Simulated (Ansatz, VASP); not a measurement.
Fe in VASP and in Ansatz

Contents of INCAR:

```
SYSTEM = Fe
  PREC = Accurate
  ENCUT = 600
  EDIFF = 1E-6
  ISMEAR = -1
  SIGMA = 0.05
  LREAL = .FALSE.
  LASPH = .TRUE.
  NELM = 200
  ALGO = Normal
  ISIF = 2
  LWAVE = .FALSE.
  LCHARG = .FALSE.
  ISPIN = 2
  MAGMOM = 2.5 -2.5
  LORBIT = 11
  LMAXMIX = 4
  GGA = PE
  NBANDS = 19
  GGA_COMPAT = .FALSE.
```

Contents of KPOINTS:

```
regular mesh
0
G
  16 16 9
  0 0 0
```

Contents of POSCAR:

```
Fe
1.0
    2.4939081043      0.0000000000      0.0000000000
   -1.2469540522      2.1597877730      0.0000000000
    0.0000000000      0.0000000000      3.9392874352
Fe
2
Direct
    0.3333333333      0.6666666667      0.2500000000
    0.6666666667      0.3333333333      0.7500000000
```

Input for Ansatz:

```yaml
crystal:
  lattice:
    - [2.4939081043, 0.0, 0.0]
    - [-1.2469540522, 2.159787773, 0.0]
    - [0.0, 0.0, 3.9392874352]
  atoms:
    - { symbol: Fe, position: [0.3333333333, 0.6666666667, 0.25], spin: 2.5 }
    - { symbol: Fe, position: [0.6666666667, 0.3333333333, 0.75], spin: -2.5 }
hamiltonian:
  xc: pbe
  pseudopotentials:
    kind: paw
    azcp:
      Fe: "pseudopotentials/Fe.paw.azcp"
basis:
  ecutwfc: 420
  fft_grid_basis: typed
kpoints:
  mp_grid: { grid: [16, 16, 9], shift: [0, 0, 0] }
magnetization:
  spin_polarized: true
scf:
  occupations: { method: fermi_dirac, width: 0.05 }
  lower_state_search: "off"
output:
  stress: true
```

Alike in both runs: task single point; functional PBE; k mesh 16 × 16 × 9; occupations fermi-dirac, width 0.05 eV; collinear spin.

```csv
,VASP,Ansatz
version,VASP 6.6.1,Ansatz 0.2.0
potentials or method,"VASP PAW PBE potentials, release 64 (Fe), cutoff 600 eV","plane waves (420 eV) with PAW, scalar-relativistic"
valence electrons in the cell,16,32
```

```tsv
	VASP	Ansatz	Ansatz less VASP
pressure (GPa)	-10.8	-10.5	+0.31
traceless stress, the component that is largest in VASP (GPa)	-0.06	-0.06	+0.005
net moment per atom (μB)	0.00	0.00	0.000
size of the moment on the site where the two differ most (μB)	0.21	0.08	-0.135
```

Site moments also hang on the region over which each program counts them. VASP's potentials hold 16 valence electrons a cell and Ansatz's 32, so a difference there can come from the potentials and not from the codes. Ansatz's warnings: seeded moment not kept.
